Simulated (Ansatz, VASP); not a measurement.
## CsBa3 in VASP and in Ansatz

```
Cs Ba
1.0
     6.60437    0.00000    0.00000
     0.00000    6.60437    0.00000
     0.00000    0.00000    6.60437
Cs Ba
1 3
Cartesian
  0.0000 0.0000 0.0000
  0.0000 3.3022 3.3022
  3.3022 0.0000 3.3022
  3.3022 3.3022 0.0000
```

Alike in both runs: functional PBE; k mesh 8 × 8 × 8; occupations gaussian, width 0.1 eV; no spin polarisation.

Ansatz relaxed the structure, and its values are those at the end. VASP's run is a single point on that final structure, the one shown.

|  | VASP | Ansatz |
| --- | --- | --- |
| version | VASP 6.6.1 | Ansatz 0.2.0 |
| potentials or method | VASP PAW PBE potentials, release 64 (Cs_sv, Ba_sv), cutoff 520 eV | scalar-relativistic, plane waves, PAW |
| valence electrons in the cell | 39 | 39 |

|  | VASP | Ansatz | Ansatz less VASP |
| --- | --- | --- | --- |
| gap on the k mesh at the Fermi level (eV) | none | none | - |
| pressure (GPa) | 0.0 | 0.0 | -0.02 |

A gap of «none» marks a metal or a gap that the smearing closes. The functional is the same, so the differences come from potentials, cutoffs and numerics.

Neither program's run includes spin-orbit coupling.
